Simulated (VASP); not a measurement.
A run of VASP 6.6.1 is set up as follows.

File POSCAR:

```
LiCl
1.0
    0.0000000000      2.5560252091      2.5560252091
    2.5560252091      0.0000000000      2.5560252091
    2.5560252091      2.5560252091      0.0000000000
Li Cl
1 1
Direct
    0.0000000000      0.0000000000      0.0000000000
    0.5000000000      0.5000000000      0.5000000000
```

Contents of INCAR.step1:

```
ALGO     = Normal         # electronic algorithm
EDIFF    = 1E-4           # SCF threshold, eV
ENCUT    = 520            # plane-wave cutoff, eV
GGA      = PE             # functional
ISMEAR   = 0              # smearing method
LASPH    = True           # aspherical terms in the spheres
LCHARG   = False          # write CHGCAR
LREAL    = False          # projectors in reciprocal space
LWAVE    = True           # write WAVECAR
NBANDS   = 12             # bands
NELM     = 100            # most SCF steps
PREC     = Accurate       # precision mode
SIGMA    = 0.01           # smearing width, eV
```

The input INCAR.step2:

```
ALGO     = Normal         # electronic algorithm
EDIFF    = 1E-6           # SCF threshold, eV
ENCUT    = 520            # plane-wave cutoff, eV
ISIF     = 2              # what is computed and relaxed
ISMEAR   = 0              # smearing method
ISTART   = 1            
LASPH    = True           # aspherical terms in the spheres
LCHARG   = False          # write CHGCAR
LMIXTAU  = True         
LREAL    = False          # projectors in reciprocal space
LWAVE    = False          # write WAVECAR
METAGGA  = R2SCAN         # meta-GGA
NBANDS   = 12             # bands
NELM     = 100            # most SCF steps
PREC     = Accurate       # precision mode
SIGMA    = 0.01           # smearing width, eV
```

File KPOINTS:

```
k-points
0
Gamma
  8 8 8
```

Potentials or basis: VASP PAW PBE potentials, release 64 (Li_sv, Cl).

Run with:

```console
$ cat potpaw_PBE.64/Li_sv/POTCAR potpaw_PBE.64/Cl/POTCAR > POTCAR
$ cp INCAR.step1 INCAR
$ mpirun -np 1 vasp_std > vasp.out
$ cp INCAR.step2 INCAR
$ mpirun -np 1 vasp_std > vasp.out
```

(1) Estimate the band gap on the k mesh.

## Answers

(1) 7.36 eV, direct.
